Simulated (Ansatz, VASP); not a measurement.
# ZnCu: VASP beside Ansatz

Contents of INCAR:

```
ALGO     = Normal         # electronic algorithm
EDIFF    = 1E-6           # SCF threshold, eV
ENCUT    = 520            # plane-wave cutoff, eV
GGA      = PE             # functional
ISIF     = 2              # what is computed and relaxed
ISMEAR   = -1             # smearing method
LASPH    = T              # aspherical terms in the spheres
LCHARG   = F              # write CHGCAR
LREAL    = F              # projectors in reciprocal space
LWAVE    = F              # write WAVECAR
NBANDS   = 18             # bands
NELM     = 100            # most SCF steps
PREC     = Accurate       # precision mode
SIGMA    = 0.1            # smearing width, eV
```

File KPOINTS:

```
k-points
0
Gamma
  8 8 8
```

POSCAR

```
ZnCu
1.0
    2.8848810902      0.0000000000      0.0000000000
    0.0000000000      2.8848810902      0.0000000000
    0.0000000000      0.0000000000      2.8848810902
Zn Cu
1 1
Direct
    0.5000000000      0.5000000000      0.5000000000
    0.0000000000      0.0000000000      0.0000000000
```

Input for Ansatz:

```yaml
crystal:
  lattice:
    - [2.8848810901673283, 0.0, 0.0]
    - [0.0, 2.8848810901673283, 0.0]
    - [0.0, 0.0, 2.8848810901673283]
  atoms:
    - { symbol: Zn, position: [0.5, 0.5, 0.5] }
    - { symbol: Cu, position: [0.0, 0.0, 0.0] }
basis:
  ecutwfc: 517.016338673772
kpoints:
  mp_grid:
    grid: [8, 8, 8]
hamiltonian:
  xc: pbe
scf:
  occupations:
    method: fermi_dirac
output:
  stress: true
```

Alike in both runs: task single point; functional PBE; k mesh 8 × 8 × 8; no spin polarisation.

|  | VASP | Ansatz |
| --- | --- | --- |
| version | VASP 6.6.1 | Ansatz 0.2.0 |
| potentials or method | VASP PAW PBE potentials, release 64 (Zn, Cu), cutoff 520 eV | plane waves, PAW |
| occupations | fermi-dirac, width 0.1 eV | fermi-dirac |
| valence electrons in the cell | 23 | 31 |

VASP gave:

* pressure (GPa): 12.1

**Question.** What did Ansatz give for the same quantities?

**Answer.** Pressure (GPa): 11.5.

VASP's potentials hold 23 valence electrons a cell and Ansatz's 31, so a difference there can come from the potentials and not from the codes.
